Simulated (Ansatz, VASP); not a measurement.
**Two plane-wave programs on P**

The input POSCAR:

```
P
1.0
    3.2848939309      0.0000000000      0.0000000000
    0.0000000000      4.2930055698      0.0000000000
    0.0000000000      0.0000000000     18.1295767513
P
4
Direct
    0.0000000000      0.0774059302      0.4412678856
    0.5000000000      0.4225940698      0.4412678856
    0.5000000000      0.5774059302      0.5587321144
    0.0000000000      0.9225940698      0.5587321144
```

The input INCAR.step1:

```
  ALGO = Normal
  DIPOL = 0.5 0.5 0.500
  EDIFF = 1E-5
  ENCUT = 400
  GGA = PE
  GGA_COMPAT = False
  IDIPOL = 3
  ISIF = 2
  ISMEAR = 0
  LASPH = True
  LCHARG = False
  LDIPOL = True
  LREAL = False
  LWAVE = True
  NBANDS = 18
  NELM = 120
  NELMDL = -8
  PREC = Accurate
  SIGMA = 0.03
```

Contents of INCAR.step2:

```
  AEXX = 0.25
  ALGO = Normal
  DIPOL = 0.5 0.5 0.500
  EDIFF = 1E-6
  ENCUT = 400
  GGA = PE
  GGA_COMPAT = False
  IDIPOL = 3
  ISIF = 2
  ISMEAR = 0
  ISTART = 1
  LASPH = True
  LCHARG = False
  LDIPOL = True
  LHFCALC = True
  LREAL = False
  LWAVE = False
  NBANDS = 18
  NELM = 120
  PREC = Accurate
  PRECFOCK = Normal
  SIGMA = 0.03
```

File KPOINTS:

```
k-points
0
Gamma
  6 4 1
```

Input for Ansatz:

```yaml
crystal:
  lattice:
    - [3.2848939309, 0.0, 0.0]
    - [0.0, 4.2930055698, 0.0]
    - [0.0, 0.0, 18.1295767513]
  atoms:
    - { symbol: P, position: [0.0, 0.0774059302, 0.4412678856] }
    - { symbol: P, position: [0.5, 0.4225940698, 0.4412678856] }
    - { symbol: P, position: [0.5, 0.5774059302, 0.5587321144] }
    - { symbol: P, position: [0.0, 0.9225940698, 0.5587321144] }
basis:
  ecutwfc: 420
kpoints:
  mp_grid: { grid: [6, 4, 1] }
hamiltonian:
  xc: pbe0
  pseudopotentials: { kind: paw, azcp: { folder: soft_1 } }
scf:
  occupations: { method: gaussian, width: 0.03 }
  n_extra_bands: 7
  max_iter: 160
output:
  eigenvalues: true
  write_density: true
  write_potential: true
  elf: true
  volumetric_format: npy
efield:
  axis: 3
  dipole_correction: true
```

Alike in both runs: task single point; functional PBE0; k mesh 6 × 4 × 1; occupations gaussian, width 0.03 eV; no spin polarisation.

|  | VASP | Ansatz |
| --- | --- | --- |
| version | VASP 6.6.1 | Ansatz 0.2.0 |
| potentials or method | VASP PAW PBE potentials, release 64 (P), cutoff 400 eV | scalar-relativistic, plane waves, PAW |
| valence electrons in the cell | 20 | 20 |

```tsv
	VASP	Ansatz	Ansatz less VASP
gap on the k mesh at the Fermi level (eV)	1.95	1.90	-0.048
least direct gap on the mesh (eV)	1.95	1.90	-0.048
```

With one functional, cell and mesh, what is left measures potentials, basis and numerics. Ansatz's warnings: xc potential rough in thin density.
